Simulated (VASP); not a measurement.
PbO2, 3 atoms in the cell. The structure is cubic, space group Fm-3m (No. 225). The conventional cell has a = 5.331 Å, b = 5.331 Å, c = 5.331 Å, α = 90.00°, β = 90.00°, γ = 90.00°. Pb (site symmetry m-3m) has 8 O at 2.31 Å within 3.1 Å. Within 3.1 Å of O (site symmetry -43m) lie 4 Pb at 2.31 Å and 6 O at 2.67 Å. 

| Item | Value |
| --- | --- |
| Program | VASP 6.6.1 |
| Task | single point |
| Functional | r2SCAN |
| Potentials or basis | VASP PAW PBE potentials, release 64 (Pb_d, O) |
| Cutoff | 520 eV |
| k mesh | 9 × 9 × 9 |
| Occupations | fermi-dirac, width 0.05 eV |
| Spin | no spin polarisation |
| Dipole correction | no |
| Further INCAR settings | ALGO = Normal; EDIFF = 1e-06; NBANDS = 20 |

Potentials or basis: VASP PAW PBE potentials, release 64 (Pb_d, O).

Launch:

```sh
$ cat potpaw_PBE.64/Pb_d/POTCAR potpaw_PBE.64/O/POTCAR > POTCAR
$ cp INCAR.step1 INCAR
$ mpirun -np 1 vasp_std > vasp.out
$ cp INCAR.step2 INCAR
$ mpirun -np 1 vasp_std > vasp.out
```

Hardware: 1 thread of Intel(R) Xeon(R) Platinum 8559C (Emerald Rapids), with other jobs on the host.

**Question.** Estimate the wall time of this run.

**Answer.** Wall time 60 s on 1 thread of Intel(R) Xeon(R) Platinum 8559C (Emerald Rapids) (shared host), peak memory 0.18 GiB. Counts: k points 35.
